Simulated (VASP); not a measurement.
A run of VASP 6.6.1:

INCAR

```
ALGO = Normal
EDIFF = 1E-6
ENCUT = 520
GGA = PS
ISIF = 2
ISMEAR = 0
LASPH = True
LCHARG = False
LREAL = False
LWAVE = False
NBANDS = 10
NELM = 100
PREC = Accurate
SIGMA = 0.1
```

File KPOINTS:

```
k-points
0
Gamma
  10 10 10
```

File POSCAR:

```
Cs
1.0
   -3.0349253717      3.0349253717      3.0349253717
    3.0349253717     -3.0349253717      3.0349253717
    3.0349253717      3.0349253717     -3.0349253717
Cs
1
Direct
    0.0000000000      0.0000000000      0.0000000000
```

Potentials or basis: VASP PAW PBE potentials, release 64 (Cs_sv).

The run is started by

```sh
$ cat potpaw_PBE.64/Cs_sv/POTCAR > POTCAR
$ mpirun -np 1 vasp_std > vasp.out
```

Hardware: 1 thread of Intel(R) Xeon(R) Platinum 8488C (Sapphire Rapids), with other jobs on the host.

Question: How long does it take, and how much memory?

Answer: Run time: 24 s on 1 thread of Intel(R) Xeon(R) Platinum 8488C (Sapphire Rapids), with other jobs on the host, peak memory 0.25 GiB. Counts: scf iterations 10, k points 47.
